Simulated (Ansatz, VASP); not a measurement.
## Two plane-wave programs on SiC

```xyz
4
Lattice="3.1061 0.0000 0.0000 -1.5530 2.6900 0.0000 0.0000 0.0000 5.0397" Properties=species:S:1:pos:R:3 pbc="T T T"
Si    0.0000    1.7933    0.0204
Si    1.5530    0.8967    2.5403
C     0.0000    1.7933    1.9199
C     1.5530    0.8967    4.4397
```

Change from the starting cell: film at in-plane strain +0.01.

Alike in both runs: task single point; functional r2SCAN; k mesh 8 × 8 × 6; no spin polarisation.

```csv
,VASP,Ansatz
version,VASP 6.6.1,Ansatz 0.2.0
potentials or method,"VASP PAW PBE potentials, release 64 (Si, C)","PAW with Ansatz's default frozen-core files, scalar-relativistic"
plane-wave cutoff (eV),520,500
occupations,"gaussian, width 0.01 eV",fixed
valence electrons in the cell,16,16
```

VASP gave:

```
gap on the k mesh at the Fermi level (eV)                     : 3.02
pressure (GPa)                                                : -4.2
traceless stress, the component that is largest in VASP (GPa) : 4.07
```

Estimate Ansatz's values.

gap on the k mesh at the Fermi level (eV): 3.01; pressure (GPa): -4.0; traceless stress, the component that is largest in VASP (GPa): 4.03.

VASP's potentials were made for PBE, not for r2SCAN.
